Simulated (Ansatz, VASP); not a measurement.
## Two plane-wave programs on In

The input INCAR:

```
PREC = Accurate
ENCUT = 520
EDIFF = 1E-7
ISMEAR = 0
SIGMA = 0.15
LREAL = False
LASPH = True
NELM = 80
ALGO = Fast
ISIF = 2
LWAVE = False
LCHARG = False
GGA = PS
NBANDS = 12
```

KPOINTS

```
regular mesh
0
Gamma
  20 20 20
```

File POSCAR:

```
In
1.0
   -1.6505422500      1.6505422500      2.4368407500
    1.6505422500     -1.6505422500      2.4368407500
    1.6505422500      1.6505422500     -2.4368407500
In
1
Direct
    0.0000000000      0.0000000000      0.0000000000
```

Input for Ansatz:

```yaml
crystal:
  lattice:
    - [-1.65054225, 1.65054225, 2.43684075]
    - [1.65054225, -1.65054225, 2.43684075]
    - [1.65054225, 1.65054225, -2.43684075]
  atoms:
    - { symbol: In, position: [0.0, 0.0, 0.0] }
basis:
  ecutwfc: 420
kpoints:
  mp_grid: { grid: [20, 20, 20] }
hamiltonian:
  xc: pbesol
scf:
  occupations: { method: gaussian, width: 0.15 }
output:
  forces: true
  stress: true
  eigenvalues: true
```

Change from the starting cell: strain +0.015 along x and y, -0.015 along z, atoms carried along.

Alike in both runs: task single point; functional PBEsol; k mesh 20 × 20 × 20; occupations gaussian, width 0.15 eV; no spin polarisation.

|  | VASP | Ansatz |
| --- | --- | --- |
| version | VASP 6.6.1 | Ansatz 0.2.0 |
| potentials or method | VASP PAW PBE potentials, release 64 (In_d), cutoff 520 eV | scalar-relativistic, plane waves, PAW |
| valence electrons in the cell | 13 | 13 |

```csv
,VASP,Ansatz,Ansatz less VASP
gap on the k mesh at the Fermi level (eV),none,none,-
pressure (GPa),-1.5,-1.5,+0.01
```

VASP's potentials were made for PBE, not for PBEsol. A gap of «none» marks a metal or a gap that the smearing closes.
